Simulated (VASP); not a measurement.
Here is a VASP 6.6.1 calculation.

File INCAR:

```
PREC = Accurate ; ENCUT = 520
EDIFF = 1E-6 ; ISMEAR = 0
SIGMA = 0.05 ; LREAL = F
LASPH = T ; NELM = 60
ALGO = Normal ; ISIF = 2
LWAVE = F ; LCHARG = F
GGA = PE ; NBANDS = 17
```

Contents of KPOINTS:

```
regular mesh
0
Gamma
  8 8 8
```

The input POSCAR:

```
TePb
1.0
   -1.0202750839      2.8057564807      2.8057564807
    2.8057564807     -1.0202750839      2.8057564807
    2.8057564807      2.8057564807     -1.0202750839
Te Pb
1 1
Direct
    0.5000000000      0.5000000000      0.5000000000
    0.0000000000      0.0000000000      0.0000000000
```

Potentials or basis: VASP PAW PBE potentials, release 64 (Te, Pb_d).

Run with:

```bash
$ cat potpaw_PBE.64/Te/POTCAR potpaw_PBE.64/Pb_d/POTCAR > POTCAR
$ mpirun -np 1 vasp_std > vasp.out
```

(1) What does it give for the band gap on the k mesh?

(2) Predict the pressure.

Results:

(1) zero (band 10 reaches 6.00 eV, above the bottom of band 11 at 4.78 eV).

(2) -1.1 GPa.

Caveat: spin-orbit coupling is left out, which moves the levels of the heavy elements.
